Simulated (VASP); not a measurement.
Runs of VASP 6.6.1 on SiNi2. The structure is that of space group P6_3/mmc (No. 194), or close to it. The cells are those of the table. 

| cell | gap on the mesh (eV) | pressure (GPa) |
| --- | --- | --- |
| a = 3.926, b = 3.926, c = 4.917 Å, angles 90.0, 90.0, 120.0°, 6 atoms | none | (b) |
| a = 3.868, b = 3.868, c = 5.064 Å, angles 90.0, 90.0, 120.0°, 6 atoms | none | -5.1 |
| a = 3.985, b = 3.985, c = 4.843 Å, angles 90.0, 90.0, 120.0°, 6 atoms | none | (a) |
| a = 3.985, b = 3.985, c = 4.769 Å, angles 90.0, 90.0, 120.0°, 6 atoms | none | -6.2 |
| a = 3.868, b = 3.868, c = 4.991 Å, angles 90.0, 90.0, 120.0°, 6 atoms | none | -2.5 |

Alike in all rows: task single point; level PBEsol; potentials or basis VASP PAW PBE potentials, release 64 (Si, Ni); no spin polarisation; k mesh 12 × 12 × 10; cutoff (eV) 520; smearing gaussian 0.15 eV.

Task: Estimate the missing entries.

Result: (a) -9.2; (b) -6.3.

Caveats: the PAW data sets were made with another functional, which shifts forces and pressure a little; the cell stands under tension (at least some runs); the stress differs along the axes, from -9 to -3 GPa (at least some runs); the stress differs along the axes, from -13 to -1 GPa (at least some runs); the stress differs along the axes, from -12 to 6 GPa (at least some runs).

A gap of «none» marks levels without a gap at the run's occupations.
